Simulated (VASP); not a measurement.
# ZrN in VASP: further runs

The runs below take ZrN through single point, with PBEsol.

Program: VASP 6.6.1. These are calculated values, not measurements. Logs are shortened: lines on timing, memory, paths and dates and some standing lists are left out, and cuts for length are marked.

**1. The cell of the first run**

The cell holds a slab with vacuum, 10 atoms: a = 3.219 Å, b = 3.219 Å, c = 26.827 Å, α = 90.00°, β = 90.00°, γ = 120.00°.

**2. Single point, PBEsol**

INCAR

```
SYSTEM = ZrN
  PREC = Accurate
  ENCUT = 520
  EDIFF = 1E-6
  ISMEAR = 0
  SIGMA = 0.1
  LREAL = .False.
  LASPH = .True.
  NELM = 80
  ALGO = Normal
  ISIF = 2
  LWAVE = .False.
  LCHARG = .True.
  LDIPOL = .True.
  IDIPOL = 3
  DIPOL = 0.5 0.5 0.500
  GGA = PS
  LELF = .True.
  LVHAR = .True.
  LVACPOTAV = .True.
  NBANDS = 54
```

KPOINTS

```
regular mesh
0
Gamma
  12 12 1
  0 0 0
```

POSCAR

```
ZrN
1.0
    3.2188796041      0.0000000000      0.0000000000
   -1.6094398021      2.7876315089      0.0000000000
    0.0000000000      0.0000000000     26.8269188604
N Zr
5 5
Direct
    0.3333333333      0.6666666667      0.2795699364
    0.0000000000      0.0000000000      0.3775388536
    0.6666666667      0.3333333333      0.4755077707
    0.3333333333      0.6666666667      0.5734766879
    0.0000000000      0.0000000000      0.6714456050
    0.6666666667      0.3333333333      0.3285543950
    0.3333333333      0.6666666667      0.4265233121
    0.0000000000      0.0000000000      0.5244922293
    0.6666666667      0.3333333333      0.6224611464
    0.3333333333      0.6666666667      0.7204300636
```

Potentials or basis: VASP PAW PBE potentials, release 64 (N, Zr_sv).

Command:

```
cat potpaw_PBE.64/N/POTCAR potpaw_PBE.64/Zr_sv/POTCAR > POTCAR
mpirun -np 1 vasp_std > vasp.out
```

OUTCAR:

```text
SYSTEM = ZrN
   PREC = Accurate
   ENCUT = 520
   EDIFF = 1E-6
   ISMEAR = 0
   LREAL = .False.
   LASPH = .True.
   NELM = 80
   ISIF = 2
   GGA = PS

 ion  position               nearest neighbor table
   1  0.333  0.667  0.280-   6 2.28   6 2.28   6 2.28
   2  0.000  0.000  0.378-   7 2.28   7 2.28   7 2.28   6 2.28   6 2.28   6 2.28
   3  0.667  0.333  0.476-   7 2.28   7 2.28   8 2.28   8 2.28   8 2.28   7 2.28
   4  0.333  0.667  0.573-   9 2.28   9 2.28   9 2.28   8 2.28   8 2.28   8 2.28
   5  0.000  0.000  0.671-  10 2.28   9 2.28  10 2.28   9 2.28  10 2.28   9 2.28
   6  0.667  0.333  0.329-   1 2.28   1 2.28   2 2.28   2 2.28   2 2.28   1 2.28   7 3.22   7 3.22
                             7 3.22
   7  0.333  0.667  0.427-   2 2.28   2 2.28   2 2.28   3 2.28   3 2.28   3 2.28   6 3.22   6 3.22
                             6 3.22   8 3.22   8 3.22   8 3.22
   8  0.000  0.000  0.524-   4 2.28   3 2.28   4 2.28   3 2.28   4 2.28   3 2.28   9 3.22   9 3.22
                             9 3.22   7 3.22   7 3.22   7 3.22
   9  0.667  0.333  0.622-   4 2.28   4 2.28   4 2.28   5 2.28   5 2.28   5 2.28   8 3.22   8 3.22
                             8 3.22  10 3.22  10 3.22  10 3.22
  10  0.333  0.667  0.720-   5 2.28   5 2.28   5 2.28   9 3.22   9 3.22   9 3.22

  LATTYP: Found a hexagonal cell.
 ALAT       =     3.2188796041
 C/A-ratio  =     8.3342411522

  Lattice vectors:

 A1 = (   3.2188796041,   0.0000000000,   0.0000000000)
 A2 = (  -1.6094398021,   2.7876315089,   0.0000000000)
 A3 = (   0.0000000000,   0.0000000000,  26.8269188604)

Analysis of symmetry for initial positions (statically):
=====================================================================
 Subroutine PRICEL returns:
 Original cell was already a primitive cell.

 Routine SETGRP: Setting up the symmetry group for a
 hexagonal supercell.

 Subroutine GETGRP returns: Found  6 space group operations
 (whereof  6 operations were pure point group operations)
 out of a pool of 24 trial point group operations.

The static configuration has the point symmetry C_3v.

Analysis of symmetry for dynamics (positions and initial velocities):
=====================================================================
 Subroutine PRICEL returns:
 Original cell was already a primitive cell.

 Routine SETGRP: Setting up the symmetry group for a
 hexagonal supercell.

 Subroutine GETGRP returns: Found  6 space group operations
 (whereof  6 operations were pure point group operations)
 out of a pool of 24 trial point group operations.

The dynamic configuration has the point symmetry C_3v.

 Subroutine INISYM returns: Found  6 space group operations
 (whereof  6 operations are pure point group operations),
 and found     1 'primitive' translations

----------------------------------------------------------------------------------------

                                     Primitive cell

  volume of cell :     240.7193

  direct lattice vectors                    reciprocal lattice vectors
     3.218879604  0.000000000  0.000000000     0.310667103  0.179363735  0.000000000
    -1.609439802  2.787631509  0.000000000     0.000000000  0.358727471  0.000000000
     0.000000000  0.000000000 26.826918860     0.000000000  0.000000000  0.037275992

  length of vectors
     3.218879604  3.218879604 26.826918860     0.358727471  0.358727471  0.037275992

  position of ions in fractional coordinates (direct lattice)
     0.333333333  0.666666667  0.279569936
     0.000000000  0.000000000  0.377538854
     0.666666667  0.333333333  0.475507771
     0.333333333  0.666666667  0.573476688
     0.000000000  0.000000000  0.671445605
     0.666666667  0.333333333  0.328554395
     0.333333333  0.666666667  0.426523312
     0.000000000  0.000000000  0.524492229
     0.666666667  0.333333333  0.622461146
     0.333333333  0.666666667  0.720430064

  ion indices of the primitive-cell ions
   primitive index   ion index
                 1           1
                 2           2
                 3           3
                 4           4
                 5           5
                 6           6
                 7           7
                 8           8
                 9           9
                10          10

----------------------------------------------------------------------------------------

 KPOINTS: regular mesh

Automatic generation of k-mesh.
 Grid dimensions read from file:
 generate k-points for:   12   12    1

 Generating k-lattice:

  Cartesian coordinates                     Fractional coordinates (reciprocal lattice)
     0.025888925  0.014946978  0.000000000     0.083333333 -0.000000000  0.000000000
     0.000000000  0.029893956  0.000000000     0.000000000  0.083333333  0.000000000
     0.000000000  0.000000000  0.037275992     0.000000000  0.000000000  1.000000000

  Length of vectors
     0.029893956  0.029893956  0.037275992

  Shift w.r.t. Gamma in fractional coordinates (k-lattice)
     0.000000000  0.000000000  0.000000000

 Subroutine IBZKPT returns following result:
 ===========================================

 Found     19 irreducible k-points:

 Following reciprocal coordinates:
            Coordinates               Weight
  0.000000  0.000000  0.000000      1.000000
  0.083333  0.000000  0.000000      6.000000
  0.166667  0.000000  0.000000      6.000000
  0.250000  0.000000  0.000000      6.000000
  0.333333  0.000000  0.000000      6.000000
  0.416667  0.000000  0.000000      6.000000
[... 11 lines left out ...]
  0.333333  0.250000  0.000000     12.000000
  0.333333  0.333333  0.000000      2.000000
   k-points           NKPTS =     19   k-points in BZ     NKDIM =     19   number of bands    NBANDS=     54
   number of dos      NEDOS =    301   number of ions     NIONS =     10
   total plane-waves  NPLWV = 115200
   dimension x,y,z NGX =    24 NGY =   24 NGZ =  200
   dimension x,y,z NGXF=    48 NGYF=   48 NGZF=  400
   ions per type =               5   5
   NGX,Y,Z   is equivalent  to a cutoff of  12.40, 12.40, 12.39 a.u.
   NGXF,Y,Z  is equivalent  to a cutoff of  24.79, 24.79, 24.79 a.u.
 SYSTEM =  ZrN
   PREC   = accura    normal or accurate (medium, high low for compatibility)
   ISTART =      0    job   : 0-new  1-cont  2-samecut
   ICHARG =      2    charge: 1-file 2-atom 10-const
   ISPIN  =      1    spin polarized calculation?
   LNONCOLLINEAR =      F non collinear calculations
   LSORBIT =      F    spin-orbit coupling
   LASPH  =      T    aspherical Exc in radial PAW
   ENCUT  =  520.0 eV  38.22 Ry    6.18 a.u.   5.98  5.98 49.88*2*pi/ulx,y,z
   NELM   =     80;   NELMIN=  2; NELMDL= -5     # of ELM steps
   EDIFF  = 0.1E-05   stopping-criterion for ELM
   LREAL  =      F    real-space projection
   EDIFFG = 0.1E-04   stopping-criterion for IOM
   NSW    =      0    number of steps for IOM
   IBRION =     -1    ionic relax: 0-MD 1-quasi-New 2-CG
   NFREE  =      0    steps in history (QN), initial steepest desc. (CG)
   ISIF   =      2    stress and relaxation
   ISYM   =      2    0-nonsym 1-usesym 2-fastsym
   POTIM  = 0.5000    time-step for ionic-motion
   TEBEG  =    0.0;   TEEND  =   0.0 temperature during run
   PSTRESS=    0.0 pullay stress
   NELECT =      85.0000    total number of electrons
   NUPDOWN=      -1.0000    fix difference up-down
   EMIN   =  10.00;   EMAX   =-10.00  energy-range for DOS
   EFERMI =   0.00;   METHOD = LEGACY
   ISMEAR =     0;   SIGMA  =   0.10  broadening in eV -4-tet -1-fermi 0-gaus
   EFERMI_NEDOS =   21; number of points for ismear=-14 and -15
   IALGO  =     38    algorithm
   IMIX   =      4    mixing-type and parameters
     AMIX     =   0.40;   BMIX     =  1.00
     AMIX_MAG =   1.60;   BMIX_MAG =  1.00
  volume/ion in A,a.u.               =      24.07       162.45
  Fermi-wavevector in a.u.,A,eV,Ry     =   1.157118  2.186635 18.217129  1.338921
  Thomas-Fermi vector in A             =   2.293732
   LORBIT       =      0    0 simple, 1 ext, 2 COOP (PROOUT), +10 PAW based schemes
   GGA     = PS    functional components
   LHFCALC =     F    Hartree Fock is set to
   AEXX    =    0.0000 exact exchange contribution
   IVDW    =     0    specifies the selected vdW correction
   LEPSILON=     F    determine dielectric tensor
   LRPA    =     F    only Hartree local field effects (RPA)
 non-spin polarized calculation
 Gauss-broadening in eV      SIGMA  =   0.10
  energy-cutoff  :      520.00
  volume of cell :      240.72
 maximum number of plane-waves:      6564
 NGX is ok and might be reduce to    24

 dipolmoment           0.000000      0.000000      0.057684 electrons x Angstroem

 number of electron      85.0000011 magnetization

 dipolmoment           0.000000      0.000000     -0.181998 electrons x Angstroem

 Free energy of the ion-electron system (eV)
  ---------------------------------------------------
  ext. energy  EPLUGINS =         0.00000000
  ---------------------------------------------------
  free energy    TOTEN  =      -102.36872250 eV

  energy without entropy =     -102.34021021  energy(sigma->0) =     -102.35446635

 E-fermi :   2.5265     XC(G=0):  -7.0856

 val. band max:        2.4855564722   @ k =   0.1667   0.0000   0.0000
 cond. band min:       2.5282544643   @ k =   0.0000   0.0000   0.0000
 fundamental gap:      0.0426979920
 Fermi energy:         2.5265457666

 k-point     1 :       0.0000    0.0000    0.0000
  band No.  band energies     occupation
      1     -46.8520      2.00000
      2     -46.7787      2.00000
      3     -46.7190      2.00000
      4     -46.5770      2.00000
      5     -45.4090      2.00000
      6     -25.6380      2.00000
[... 46 lines left out ...]
     53       4.5853      0.00000
     54       5.2618      0.00000
[... 1024 lines left out ...]
     53       6.2858      0.00000
     54       6.9985      0.00000

------------------------ aborting loop because EDIFF is reached ----------------------------------------

  FORCE on cell =-STRESS in cart. coord.  units (eV):
  Direction    XX          YY          ZZ          XY          YZ          ZX
  --------------------------------------------------------------------------------------
  -------------------------------------------------------------------------------------
  Total       -1.8339897     -1.8339897     -5.2876057      0.0000000     -0.0000000      0.0000000
  in kB      -12.2066526    -12.2066526    -35.1931995      0.0000000     -0.0000000      0.0000000
  external PRESSURE =     -19.8688349 kB  Pullay stress =       0.0000000 kB

 VOLUME and BASIS-vectors are now :
 -----------------------------------------------------------------------------
  energy-cutoff  :      520.00
  volume of cell :      240.72
      direct lattice vectors                 reciprocal lattice vectors
     3.218879604  0.000000000  0.000000000     0.310667103  0.179363735  0.000000000
    -1.609439802  2.787631509  0.000000000     0.000000000  0.358727471  0.000000000
     0.000000000  0.000000000 26.826918860     0.000000000  0.000000000  0.037275992

 POSITION                                       TOTAL-FORCE (eV/Angst)
 -----------------------------------------------------------------------------------
     -0.00000      1.85842      7.50000        -0.000000      0.000000      4.850371
      0.00000      0.00000     10.12820        -0.000000      0.000000      1.198991
      1.60944      0.92921     12.75641        -0.000000      0.000000     -0.069903
     -0.00000      1.85842     15.38461        -0.000000      0.000000      0.086709
      0.00000      0.00000     18.01282        -0.000000      0.000000      0.207591
      1.60944      0.92921      8.81410         0.000000     -0.000000     -6.379307
     -0.00000      1.85842     11.44231         0.000000     -0.000000      0.482665
      0.00000      0.00000     14.07051        -0.000000      0.000000     -0.486362
      1.60944      0.92921     16.69871         0.000000      0.000000      0.929410
     -0.00000      1.85842     19.32692         0.000000     -0.000000     -0.820164
 -----------------------------------------------------------------------------------
    total drift:                                0.000000     -0.000000      0.001445

  FREE ENERGIE OF THE ION-ELECTRON SYSTEM (eV)
  ---------------------------------------------------
  free  energy   TOTEN  =      -102.3687225019 eV

  energy  without entropy=     -102.3402102051  energy(sigma->0) =     -102.35446635

 vacuum level on the upper side and lower side of the slab         7.006        10.676
```

Run time: 17 min. Hardware: 1 thread of AMD EPYC 7R43 (Zen 3), shared host; peak memory 0.39 GiB.

Results:

```
Free energy            : -102.3687 eV
Largest force          : 6.379 eV/Å
Band gap on the k mesh : zero (an odd number of electrons rules out a gap without spin polarisation)
```

Forces in eV/Å, atoms in the order of the input:
```
N    0.000  0.000  4.850
N    0.000  0.000  1.199
N    0.000  0.000 -0.070
N    0.000  0.000  0.087
N    0.000  0.000  0.208
Zr   0.000  0.000 -6.379
Zr   0.000  0.000  0.483
Zr   0.000  0.000 -0.486
Zr   0.000  0.000  0.929
Zr   0.000  0.000 -0.820
```

Caveat: the PAW data sets were made with another functional, which shifts forces and pressure a little.

**3. Single point, PBEsol**

This run uses another cell than the first one: it holds 12 atoms, not 10.

INCAR

```
SYSTEM = ZrN
ALGO = Normal
DIPOL = 0.5 0.5 0.504
EDIFF = 1E-6
ENCUT = 520
GGA = PS
GGA_COMPAT = .FALSE.
IDIPOL = 3
ISIF = 2
ISMEAR = 0
LASPH = .TRUE.
LCHARG = .FALSE.
LDIPOL = .TRUE.
LREAL = .FALSE.
LWAVE = .FALSE.
NBANDS = 63
NELM = 120
NELMDL = -8
PREC = Accurate
SIGMA = 0.1
```

KPOINTS

```
k-points
0
G
  6 12 1
  0 0 0
```

POSCAR

```
ZrN
1.0
    6.4377592081      0.0000000000      0.0000000000
   -1.6094398020      2.7876315088      0.0000000000
    0.0000000000      0.0000000000     21.5705104779
N Zr
6 6
Direct
    0.1666666667      0.6666666667      0.3476969174
    0.6666666667      0.6666666667      0.3476969174
    0.5000003650      0.0000003650      0.4772101185
    0.0000003650      0.0000003650      0.4772101185
    0.8333336147      0.3333336147      0.5968678221
    0.3333336147      0.3333336147      0.5968678221
    0.3333333333      0.3333333333      0.4086181504
    0.8333333333      0.3333333333      0.4086181504
    0.6666669398      0.6666669398      0.5370508492
    0.1666669398      0.6666669398      0.5370508492
    0.0000002806      0.0000002806      0.6557039292
    0.5000002806      0.0000002806      0.6557039292
```

Potentials or basis: VASP PAW PBE potentials, release 64 (N, Zr_sv).

Command:

```
cat potpaw_PBE.64/N/POTCAR potpaw_PBE.64/Zr_sv/POTCAR > POTCAR
mpirun -np 1 vasp_std > vasp.out
```

Run time: 48 min. Hardware: 1 thread of Intel Xeon 8259CL, shared host; peak memory 0.7 GiB.

The run converged. Its results:

```
Free energy            : -118.9271 eV
Largest force          : 5.259 eV/Å
Band gap on the k mesh : zero (bands 51 and 52 overlap by 0.62 eV)
```

Forces on the atoms (eV/Å):
```
N    0.000  0.000  5.245
N    0.000  0.000  5.245
N    0.000  0.000 -0.005
N    0.000  0.000 -0.005
N    0.000  0.000 -0.003
N    0.000  0.000 -0.003
Zr   0.000  0.000 -5.259
Zr   0.000  0.000 -5.259
Zr   0.000  0.000 -0.004
Zr   0.000  0.000 -0.004
Zr   0.000  0.000  0.026
Zr   0.000  0.000  0.026
```

Levels at points of the mesh, in eV from the Fermi level:
```
           k point  band 47  band 48  band 49  band 50  band 51  band 52  band 53  band 54  band 55  band 56
(0.00, 0.00, 0.00)    -0.60    -0.31    -0.31    -0.12     0.39     0.40     0.65     0.65     1.04     1.67
(0.50, 0.00, 0.00)    -0.61    -0.61    -0.30    -0.30    -0.22    -0.22     0.89     0.89     1.73     1.73
(0.00, 0.50, 0.00)    -0.60    -0.60    -0.12    -0.12     0.40     0.40     1.04     1.04     2.21     2.21
(0.50, 0.50, 0.00)    -0.63    -0.63    -0.29    -0.29    -0.10    -0.10     1.18     1.18     1.79     1.79
```

Caveat: the PAW data sets were made with another functional, which shifts forces and pressure a little.
